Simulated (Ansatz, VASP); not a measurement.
Nb, level by level in two programs

```xyz
1
Lattice="0.0000 2.1150 2.1150 2.1150 0.0000 2.1150 2.1150 2.1150 0.0000" Properties=species:S:1:pos:R:3 pbc="T T T"
Nb    0.0000    0.0000    0.0000
```

Single points on this cell with VASP 6.6.1 and Ansatz 0.2.0. Each row is one pair of runs. Alike in all rows: spin: off; k mesh: 11 × 11 × 11; VASP's potentials, cutoff: VASP PAW PBE potentials, release 64 (Nb_sv), 520 eV; Ansatz's potentials, cutoff: Ansatz PAW, 420 eV.

| level | smearing | gap on the k mesh at the Fermi level (eV), VASP | gap on the k mesh at the Fermi level (eV), Ansatz | pressure (GPa), VASP | pressure (GPa), Ansatz |
| --- | --- | --- | --- | --- | --- |
| PBE | gaussian, width 0.012 eV | none | none | -2.3 | -1.9 |
| PBE | gaussian, width 0.013 eV | none | none | -2.3 | -1.9 |
| PBE | gaussian, width 0.014 eV | none | none | -2.3 | -1.9 |
| PBE | gaussian, width 0.015 eV | none | none | -2.3 | -1.9 |
| PBE | gaussian, width 0.016 eV | none | none | -2.3 | -1.9 |
| PBE | gaussian, width 0.017 eV | none | none | -2.3 | -1.9 |
| PBE | gaussian, width 0.011 eV | none | none | -2.3 | -1.9 |
| PBE | gaussian, width 0.018 eV | none | none | -2.3 | -1.9 |

Pressure (GPa): the two programs differ by at most 0.35.

A gap of «none» marks a metal or a gap that the smearing closes.
